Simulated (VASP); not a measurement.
A run of VASP 6.6.1 is set up as follows.

INCAR

```
SYSTEM = Be
PREC     = Accurate       ! precision mode
ENCUT    = 520            ! plane-wave cutoff, eV
EDIFF    = 1E-8           ! SCF threshold, eV
ISMEAR   = -1             ! smearing method
SIGMA    = 0.03           ! smearing width, eV
LREAL    = .False.        ! projectors in reciprocal space
LASPH    = .True.         ! aspherical terms in the spheres
NELM     = 60             ! most SCF steps
ALGO     = Normal         ! electronic algorithm
ISIF     = 2              ! what is computed and relaxed
LWAVE    = .False.        ! write WAVECAR
LCHARG   = .False.        ! write CHGCAR
GGA      = PS             ! functional
LEFG     = .True.       
NBANDS   = 7              ! bands
```

The input KPOINTS:

```
Automatic mesh
0
Gamma
  23 23 23
  0 0 0
```

File POSCAR:

```
Be
1.0
   -1.2275398764      1.2275398764      1.2275398764
    1.2275398764     -1.2275398764      1.2275398764
    1.2275398764      1.2275398764     -1.2275398764
Be
1
Direct
    0.0000000000      0.0000000000      0.0000000000
```

Potentials or basis: VASP PAW PBE potentials, release 64 (Be).

Command:

```sh
$ cat potpaw_PBE.64/Be/POTCAR > POTCAR
$ mpirun -np 1 vasp_std > vasp.out
```

Q: Estimate the band gap on the k mesh.

A: Zero (band 1 reaches 12.15 eV, above the bottom of band 2 at 7.05 eV).

Q: What does it give for the pressure?

A: 6.6 GPa.

Caveat: without QUAD_EFG the Cq values of the log hold for a quadrupole moment of 1 mb, not for the nuclei; the PAW data sets were made with another functional, which shifts forces and pressure a little.
